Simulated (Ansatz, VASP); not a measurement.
**Two plane-wave programs on Na**

Contents of INCAR:

```
SYSTEM = Na
ALGO = Fast
EDIFF = 1E-6
ENCUT = 520
GGA = PE
ISIF = 2
ISMEAR = 0
LASPH = .TRUE.
LCHARG = .FALSE.
LREAL = .FALSE.
LWAVE = .FALSE.
NBANDS = 10
NELM = 100
PREC = Accurate
SIGMA = 0.1
```

Contents of KPOINTS:

```
k-points
0
G
  6 6 6
  0 0 0
```

The input POSCAR:

```
Na
1.0
    7.0612689138      0.0000000000      0.0000000000
    0.0000000000      7.0612689138      0.0000000000
    0.0000000000      0.0000000000      7.0612689138
Na
1
Direct
    0.0000000000      0.0000000000      0.0000000000
```

Input for Ansatz:

```yaml
crystal:
  lattice:
    - [7.0612689138, 0.0, 0.0]
    - [0.0, 7.0612689138, 0.0]
    - [0.0, 0.0, 7.0612689138]
  atoms:
    - { symbol: Na, position: [0.0, 0.0, 0.0] }
basis:
  ecutwfc: 420
kpoints:
  mp_grid: { grid: [6, 6, 6] }
hamiltonian:
  xc: pbe
scf:
  occupations: { method: gaussian, width: 0.1 }
output:
  forces: true
  stress: true
  eigenvalues: true
```

Alike in both runs: task single point; functional PBE; k mesh 6 × 6 × 6; occupations gaussian, width 0.1 eV; no spin polarisation.

```csv
,VASP,Ansatz
version,VASP 6.6.1,Ansatz 0.2.0
potentials or method,"VASP PAW PBE potentials, release 64 (Na_pv), cutoff 520 eV","scalar-relativistic, plane waves, PAW"
valence electrons in the cell,7,9
```

|  | VASP | Ansatz | Ansatz less VASP |
| --- | --- | --- | --- |
| gap on the k mesh at the Fermi level (eV) | none | none | - |
| pressure (GPa) | -0.1 | -0.1 | 0.00 |

A gap of «none» marks a metal or a gap that the smearing closes. VASP's potentials hold 7 valence electrons a cell and Ansatz's 9, so a difference there can come from the potentials and not from the codes.
